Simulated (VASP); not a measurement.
# Na2LiSCl in VASP: a series of runs, part 2 of 2

VASP 6.6.1. Earlier steps stand in the parts before.

## Step 3: Relaxation of cell and atoms, PBE+D3(BJ)

This run uses another cell than the first one, of 20.74 Å³/atom.

File INCAR:

```
SYSTEM = Na2LiSCl
ALGO = Normal ; EDIFF = 1E-6
EDIFFG = -0.04 ; ENCUT = 600
GGA = PE ; IBRION = 2
ISIF = 3 ; ISMEAR = 0
ISYM = 0 ; IVDW = 12
LASPH = .TRUE. ; LCHARG = .FALSE.
LREAL = Auto ; LWAVE = .FALSE.
NELM = 100 ; NSW = 90
PREC = Accurate ; SIGMA = 0.1
```

File KPOINTS:

```
Automatic mesh
0
Gamma
  2 2 2
  0.5 0.5 0.5
```

File POSCAR:

```
Na2LiSCl
1.0
    7.4085490000      0.0137370000      0.1666930000
    0.0137370000      7.2540610000      0.1094660000
    0.1666930000      0.1094660000      7.7222800000
Na S Li Cl
8 4 4 4
Direct
    0.0246199126      0.9976527830      0.6567218229
    0.0601982805      0.6958778000      0.2294485735
    0.7008335281      0.7808069087      0.9839281704
    0.2226027967      0.1222628743      0.2582438064
    0.7834449572      0.2813044709      0.9620993685
    0.4836916936      0.4637333857      0.7074550280
    0.3678930122      0.0294070157      0.7070233375
    0.6912498670      0.8150523728      0.4322996097
    0.2141891849      0.2929705652      0.5297382699
    0.7169491931      0.5242078482      0.2434421994
    0.2841441469      0.7737077238      0.4965138210
    0.7070269731      0.1537895725      0.6295550535
    0.6166097054      0.1990339836      0.3602182616
    0.1326266066      0.5366179405      0.7007473859
    0.9042984039      0.3606298458      0.4840837245
    0.3895593889      0.5201304433      0.3414276690
    0.5110532217      0.0665446961      0.0975681443
    0.8147861508      0.6356140798      0.7059477844
    0.0272830562      0.9888735808      0.0057930677
    0.2697148298      0.5178538486      0.9966046739
```

Potentials or basis: VASP PAW PBE potentials, release 64 (Na_pv, S, Li_sv, Cl).

The run is started by

```sh
$ cat potpaw_PBE.64/Na_pv/POTCAR potpaw_PBE.64/S/POTCAR potpaw_PBE.64/Li_sv/POTCAR potpaw_PBE.64/Cl/POTCAR > POTCAR
$ mpirun -np 1 vasp_std > vasp.out
```

Run time: 43 min. Hardware: 1 thread of Intel Xeon Platinum 8375C at 2.90GHz (Ice Lake), shared host; peak memory 0.63 GiB.

Results (log left out):

| Item | Value |
| --- | --- |
| Free energy | -73.5171 eV |
| Relaxed volume | 20.18 Å³/atom |
| Relaxed cell | a = 7.597 Å, b = 7.422 Å, c = 7.233 Å, α = 82.90°, β = 85.63°, γ = 89.25° |
| Space group after relaxing (to 0.1 Å) | P1 (No. 1) |
| Energy gained by relaxing | 64.3 meV/atom |
| Ionic steps | 25 |
| Pressure after relaxing | 0.0 GPa |
| Largest force after relaxing | 0.026 eV/Å |
| Band gap on the k mesh | 3.43 eV (least direct gap 3.48 eV) |
| Dispersion energy per atom | -0.237 eV |

Forces in eV/Å, atoms in the order of the input:
```
Na   0.022  0.009 -0.003
Na  -0.005 -0.003 -0.008
Na   0.016  0.008  0.011
Na  -0.009  0.015  0.001
Na  -0.010  0.005 -0.006
Na   0.001 -0.010 -0.003
Na  -0.010 -0.020 -0.009
Na  -0.002 -0.007  0.025
S    0.005 -0.020 -0.009
S    0.007  0.008  0.002
S   -0.023 -0.001  0.001
S   -0.022  0.009 -0.011
Li   0.014 -0.004  0.012
Li  -0.001  0.019 -0.002
Li   0.006  0.002  0.003
Li   0.009 -0.001 -0.005
Cl   0.009 -0.004  0.000
Cl  -0.004  0.010 -0.002
Cl   0.014 -0.001  0.009
Cl  -0.018 -0.015 -0.006
```

Step by step:
| step | energy change (eV) | largest force (eV/Å) | pressure (GPa) | volume (Å³) |
| --- | --- | --- | --- | --- |
| 1 | 0.0000 | 0.9067 | 0.55 | 414.72 |
| 2 | -0.3187 | 0.6777 | -0.01 | 418.98 |
| 3 | -0.6666 | 0.4700 | -0.97 | 428.88 |
| 4 | -0.6737 | 0.4565 | -1.07 | 430.29 |
| 5 | -0.8485 | 0.3825 | -0.41 | 419.00 |
| 6 | -0.9293 | 0.5120 | 0.58 | 405.19 |
| 7 | -1.0383 | 0.2692 | 0.29 | 407.29 |
| 8 | -1.0887 | 0.3265 | 0.01 | 409.95 |
| 9 | -1.1512 | 0.1472 | -0.14 | 411.14 |
| 10 | -1.1656 | 0.2841 | -0.21 | 412.06 |
| 11 | -1.2001 | 0.1252 | 0.02 | 408.27 |
| 12 | -1.2105 | 0.1348 | 0.24 | 404.90 |
| 13 | -1.2334 | 0.0942 | -0.10 | 407.84 |
| 14 | -1.2349 | 0.1038 | -0.20 | 408.76 |
| 15 | -1.2511 | 0.0973 | 0.00 | 405.47 |
| 16 | -1.2526 | 0.1622 | 0.08 | 404.14 |
| 17 | -1.2654 | 0.0714 | 0.04 | 403.98 |
| 18 | -1.2677 | 0.0846 | 0.03 | 403.87 |
| 19 | -1.2752 | 0.0550 | -0.05 | 404.67 |
| 20 | -1.2763 | 0.0653 | -0.09 | 405.13 |
| 21 | -1.2815 | 0.0481 | 0.08 | 402.81 |
| 22 | -1.2815 | 0.0517 | 0.11 | 402.58 |
| 23 | -1.2842 | 0.0450 | -0.08 | 404.54 |
| 24 | -1.2843 | 0.0422 | -0.05 | 404.25 |
| 25 | -1.2862 | 0.0263 | 0.00 | 403.52 |

Final structure:
```cif
data_structure
_symmetry_space_group_name_H-M 'P 1'
_symmetry_Int_Tables_number 1
_cell_length_a 7.5966
_cell_length_b 7.4221
_cell_length_c 7.2333
_cell_angle_alpha 82.901
_cell_angle_beta 85.631
_cell_angle_gamma 89.253
_cell_volume 403.52
loop_
_atom_site_label
_atom_site_type_symbol
_atom_site_fract_x
_atom_site_fract_y
_atom_site_fract_z
_atom_site_occupancy
Na1 Na 0.01166 0.96961 0.63224 1
Na2 Na 0.05199 0.65216 0.24754 1
Na3 Na 0.70525 0.80524 0.96476 1
Na4 Na 0.22479 0.09798 0.24650 1
Na5 Na 0.82027 0.29051 0.97656 1
Na6 Na 0.50799 0.45503 0.68146 1
Na7 Na 0.35785 0.03061 0.75682 1
Na8 Na 0.64117 0.83863 0.42879 1
S1 S 0.21198 0.31315 0.50927 1
S2 S 0.71223 0.52137 0.25934 1
S3 S 0.28796 0.78703 0.48989 1
S4 S 0.69611 0.11690 0.64129 1
Li1 Li 0.55799 0.24291 0.37485 1
Li2 Li 0.15154 0.55366 0.69098 1
Li3 Li 0.88259 0.35546 0.49997 1
Li4 Li 0.39302 0.55605 0.29712 1
Cl1 Cl 0.55014 0.07551 0.12034 1
Cl2 Cl 0.84130 0.59887 0.71618 1
Cl3 Cl 0.03189 0.97685 0.00649 1
Cl4 Cl 0.28507 0.51854 0.98846 1
```

Levels at points of the mesh, in eV from the valence-band top:
```
           k point  band 56  band 57  band 58  band 59  band 60  band 61  band 62  band 63  band 64  band 65
(0.25, 0.25, 0.25)    -0.69    -0.61    -0.54    -0.42    -0.05     3.43     4.26     4.69     4.77     5.11
```

Caveat: the cutoff is under 1.25 times the usual one of these potentials, so pressure, stress and relaxed cells hold a basis-set (Pulay) error.

## Step 4: Single point, PBE+D3(BJ)

This run uses another cell than the first one, of 20.74 Å³/atom.

File INCAR:

```
SYSTEM = Na2LiSCl
PREC = Accurate
ENCUT = 520
EDIFF = 1E-6
ISMEAR = -1
SIGMA = 0.112
LREAL = Auto
LASPH = .True.
NELM = 100
ALGO = Normal
ISIF = 2
LWAVE = .False.
LCHARG = .True.
GGA = PE
IVDW = 12
LELF = .True.
LVHAR = .True.
NBANDS = 76
```

File KPOINTS:

```
regular mesh
0
Gamma
  3 3 3
  0 0 0
```

File POSCAR:

```
Na2LiSCl
1.0
    7.4085490000      0.0137370000      0.1666930000
    0.0137370000      7.2540610000      0.1094660000
    0.1666930000      0.1094660000      7.7222800000
Na S Li Cl
8 4 4 4
Direct
    0.9821582690      0.9593247253      0.7056845824
    0.0984069341      0.7279679555      0.3728879512
    0.6333729311      0.7613039951      0.9724890267
    0.1380813899      0.1621228069      0.3259591289
    0.9143472765      0.3124654579      0.9843071073
    0.4655302150      0.4285251370      0.7753547462
    0.3779486541      0.9335655984      0.8855893285
    0.6411933061      0.7992585999      0.4859913750
    0.1722443445      0.2750800598      0.6284199179
    0.7455954970      0.5112256061      0.2542266554
    0.3081334459      0.7399392557      0.6203135692
    0.6927135513      0.1578450459      0.7429439817
    0.5964827187      0.2606356096      0.3614355230
    0.1246404341      0.5440054524      0.7236404195
    0.8311368008      0.3614631346      0.5395358473
    0.3903851029      0.5067450743      0.3983764307
    0.5393498517      0.9637453315      0.2134508429
    0.8246444564      0.6599634284      0.7253122854
    0.0057517621      0.9740233642      0.0873426568
    0.3186514167      0.5179544899      0.1582521330
```

The run is started by

```sh
$ cat potpaw_PBE.64/Na_pv/POTCAR potpaw_PBE.64/S/POTCAR potpaw_PBE.64/Li_sv/POTCAR potpaw_PBE.64/Cl/POTCAR > POTCAR
$ mpirun -np 1 vasp_std > vasp.out
```

Run time: 8.5 min. Hardware: 1 thread of Intel Xeon Platinum 8375C at 2.90GHz (Ice Lake), shared host; peak memory 0.61 GiB.

Results (log left out):

| Item | Value |
| --- | --- |
| Free energy | -68.9712 eV |
| Largest force | 2.676 eV/Å |
| Band gap on the k mesh | 1.81 eV |
| Dispersion energy per atom | -0.231 eV |

Forces on the atoms (eV/Å):
```
Na   0.680  0.685  0.421
Na  -0.702 -0.348 -1.098
Na   0.924 -0.417  0.905
Na   0.375  0.244 -0.405
Na  -0.351 -0.003 -0.088
Na  -0.020 -0.280  0.237
Na  -0.779  1.295 -0.101
Na  -0.192  0.302 -0.207
S    0.113 -0.431 -0.269
S    0.587 -0.342  0.982
S    0.974  0.625  0.051
S   -0.636 -0.304 -0.657
Li  -0.069 -1.195 -0.335
Li  -0.840  0.036  0.361
Li   0.677  0.333  0.366
Li   0.461  0.358  2.079
Cl  -0.714  1.195  0.168
Cl   0.320 -1.186 -0.114
Cl   0.435 -0.315  0.060
Cl  -1.242 -0.252 -2.356
```

Levels at points of the mesh, in eV from the valence-band top:
```
           k point  band 57  band 58  band 59  band 60  band 61  band 62  band 63  band 64
(0.00, 0.00, 0.00)    -0.73    -0.57    -0.40     0.00     1.81     3.42     3.83     3.96
```

Caveat: the cutoff is under 1.25 times the usual one of these potentials, so pressure, stress and relaxed cells hold a basis-set (Pulay) error; the atoms stand as in a frame of molecular dynamics.

## Step 5: Summary

```csv
task,cell,k mesh,cutoff (eV),smearing,gap on the mesh (eV),largest force (eV/Å)
single point,"a = 7.572, b = 7.464, c = 7.520 Å, angles 77.5, 82.8, 88.8°, 20 atoms, atomic positions A","2 × 2 × 2, shifted",520,gaussian 0.1 eV,3.53,0.03
relaxation of cell and atoms,"relaxed from a = 7.410, b = 7.255, c = 7.725 Å, angles 88.3, 87.5, 89.8°, 20 atoms, atomic positions B","2 × 2 × 2, shifted",600,gaussian 0.1 eV,3.43,0.03
single point,"a = 7.410, b = 7.255, c = 7.725 Å, angles 88.3, 87.5, 89.8°, 20 atoms, atomic positions C",3 × 3 × 3,520,fermi-dirac 0.112 eV,1.81,2.68
```

Alike in all rows: level PBE+D3(BJ); potentials or basis VASP PAW PBE potentials, release 64 (Na_pv, S, Li_sv, Cl); no spin polarisation.

Caveats: the cutoff is under 1.25 times the usual one of these potentials, so pressure, stress and relaxed cells hold a basis-set (Pulay) error; the atoms stand as in a frame of molecular dynamics (at least some runs).

Absolute energies hang on the potentials; compare differences alone.
